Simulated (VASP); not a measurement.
Write the native input for VASP 6.6.1 that does the following.

```yaml
Task: single point
Functional: PBEsol
Potentials_or_basis: VASP PAW PBE potentials, release 64 (Au)
Cutoff: 520 eV
k_mesh: 14 × 14 × 8
Occupations: fermi-dirac, width 0.03 eV
Spin: no spin polarisation
Dipole_correction: no
Further_INCAR_settings: ALGO = Normal; EDIFF = 1e-07; NBANDS = 18
```

The structure of Au lies in POSCAR:

```
Au
1.0
    2.8805347474      0.0000000000      0.0000000000
   -1.4402673737      2.4946162678      0.0000000000
    0.0000000000      0.0000000000      4.8472473353
Au
2
Direct
    0.3333333333      0.6666666667      0.7500000000
    0.6666666667      0.3333333333      0.2500000000
```

This cell differs from its parent crystal: volume scaled by 0.98.

The input as run:

INCAR

```
  ALGO = Normal
  EDIFF = 1E-7
  ENCUT = 520
  GGA = PS
  ISIF = 2
  ISMEAR = -1
  LASPH = True
  LCHARG = False
  LREAL = False
  LWAVE = False
  NBANDS = 18
  NELM = 80
  PREC = Accurate
  SIGMA = 0.03
```

KPOINTS

```
k-points
0
Gamma
  14 14 8
```

Potentials or basis: VASP PAW PBE potentials, release 64 (Au).

Run with:

```console
$ cat potpaw_PBE.64/Au/POTCAR > POTCAR
$ mpirun -np 1 vasp_std > vasp.out
```

Results of the run:

```
Pressure               : -3.8 GPa
Band gap on the k mesh : zero (band 11 reaches 12.73 eV, above the bottom of band 12 at 6.32 eV)
```

Caveat: the PAW data sets were made with another functional, which shifts forces and pressure a little; spin-orbit coupling is left out, which moves the levels of the heavy elements.

Wall time 33 s on 1 thread of AMD EPYC 9R45 96-Core Processor (Zen 5) (shared host), peak memory 0.17 GiB.
